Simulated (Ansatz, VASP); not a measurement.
## Rb: VASP beside Ansatz

```
CELL_PARAMETERS angstrom
-2.87453 2.87453 2.87453
2.87453 -2.87453 2.87453
2.87453 2.87453 -2.87453
ATOMIC_POSITIONS crystal
Rb 0.00000 0.00000 0.00000
```

Alike in both runs: task single point; functional PBE; k mesh 10 × 10 × 10; occupations gaussian, width 0.1 eV; no spin polarisation.

```csv
,VASP,Ansatz
version,VASP 6.6.1,Ansatz 0.2.0
potentials or method,"VASP PAW PBE potentials, release 64 (Rb_sv), cutoff 520 eV","scalar-relativistic, all-electron LAPW"
```

|  | VASP | Ansatz | Ansatz less VASP |
| --- | --- | --- | --- |
| gap on the k mesh at the Fermi level (eV) | none | none | - |
| pressure (GPa) | -0.1 | -0.1 | 0.00 |

A gap of «none» marks a metal or a gap that the smearing closes. Ansatz ran all-electron here, and VASP with PAW potentials.
